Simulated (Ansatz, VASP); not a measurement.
# Ta in VASP and in Ansatz

INCAR

```
SYSTEM = Ta
  ALGO = Normal
  EDIFF = 1E-6
  EDIFFG = -0.04
  ENCUT = 600
  GGA = PS
  IBRION = 2
  ISIF = 3
  ISMEAR = 0
  LASPH = .TRUE.
  LCHARG = .FALSE.
  LREAL = .FALSE.
  LWAVE = .FALSE.
  NELM = 80
  NSW = 90
  PREC = Accurate
  SIGMA = 0.1
```

KPOINTS

```
k-points
0
G
  6 6 4
  0 0 0
```

Contents of POSCAR:

```
Ta
1.0
    3.7480347416      0.0000000000      0.0000000000
   -1.8740173708      3.2458933005      0.0000000000
    0.0000000000      0.0000000000      6.1842573236
Ta
4
Direct
    0.3333333333      0.6666666667      0.4375000000
    0.6666666667      0.3333333333      0.9375000000
    0.6666666667      0.3333333333      0.5625000000
    0.3333333333      0.6666666667      0.0625000000
```

Input for Ansatz:

```yaml
crystal:
  lattice:
    - [3.7480347416, 0.0, 0.0]
    - [-1.8740173708, 3.2458933005, 0.0]
    - [0.0, 0.0, 6.1842573236]
  atoms:
    - { symbol: Ta, position: [0.3333333333, 0.6666666667, 0.4375] }
    - { symbol: Ta, position: [0.6666666667, 0.3333333333, 0.9375] }
    - { symbol: Ta, position: [0.6666666667, 0.3333333333, 0.5625] }
    - { symbol: Ta, position: [0.3333333333, 0.6666666667, 0.0625] }
basis:
  ecutwfc: 420
kpoints:
  mp_grid: { grid: [6, 6, 4] }
hamiltonian:
  xc: pbesol
scf:
  occupations: { method: gaussian, width: 0.1 }
  lower_state_search: "off"
output:
  forces: true
  stress: true
  eigenvalues: true
relax:
  adjacent_minimum: "off"
  f_tol: 0.04
  max_steps: 70
  cell: { stress_tol: 0.4 }
```

Alike in both runs: task relaxation of cell and atoms; functional PBEsol; k mesh 6 × 6 × 4; occupations gaussian, width 0.1 eV; no spin polarisation.

|  | VASP | Ansatz |
| --- | --- | --- |
| version | VASP 6.6.1 | Ansatz 0.2.0 |
| potentials or method | VASP PAW PBE potentials, release 64 (Ta_pv), cutoff 600 eV | scalar-relativistic, plane waves, PAW |
| valence electrons in the cell | 44 | 52 |

```csv
,VASP,Ansatz,Ansatz less VASP
"gap on the k mesh at the Fermi level, each at its own relaxed structure (eV)",none,none,-
relaxed volume (Å³/atom),24.16,24.10,-0.058
relaxed cell length with the largest relative difference (Å),5.349,5.340,-0.0094
```

VASP's potentials were made for PBE, not for PBEsol. A gap of «none» marks a metal or a gap that the smearing closes. VASP's potentials hold 44 valence electrons a cell and Ansatz's 52, so a difference there can come from the potentials and not from the codes.

Neither program's run includes spin-orbit coupling. Noted on VASP's run: the volume moved by over 15 % at a fixed basis, so the end points are rough.
